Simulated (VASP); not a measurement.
WC, 2 atoms in the cell. It takes space group Fm-3m (No. 225, cubic). Conventional cell: a = 4.385 Å, b = 4.385 Å, c = 4.385 Å, α = 90.00°, β = 90.00°, γ = 90.00°. Within 2.9 Å of W (site symmetry m-3m) lie 6 C at 2.19 Å. C (site symmetry m-3m) has 6 W at 2.19 Å within 2.9 Å. 

- Program: VASP 6.6.1
- Task: relaxation of cell and atoms
- Functional: BLYP
- Dispersion: D3(BJ)
- Potentials or basis: VASP PAW PBE potentials, release 64 (W_sv, C)
- Cutoff: 600 eV
- k mesh: 9 × 9 × 9
- Occupations: methfessel-paxton, width 0.15 eV
- Spin: no spin polarisation
- Dipole correction: no
- Further INCAR settings: ALGO = Normal; EDIFF = 1e-07; IBRION = 2; EDIFFG = -0.01; NSW = 80; ISIF = 3

Potentials or basis: VASP PAW PBE potentials, release 64 (W_sv, C).

Run with:

```console
$ cat potpaw_PBE.64/W_sv/POTCAR potpaw_PBE.64/C/POTCAR > POTCAR
$ mpirun -np 1 vasp_std > vasp.out
```

Hardware: 1 thread of Intel Xeon 8259CL, with other jobs on the host.

Question: Estimate the wall time of this run.

Answer: It took 86 s on 1 thread of Intel Xeon 8259CL, with other jobs on the host, peak memory 0.18 GiB. Counts: scf iterations 29, k points 35, ion steps 3.
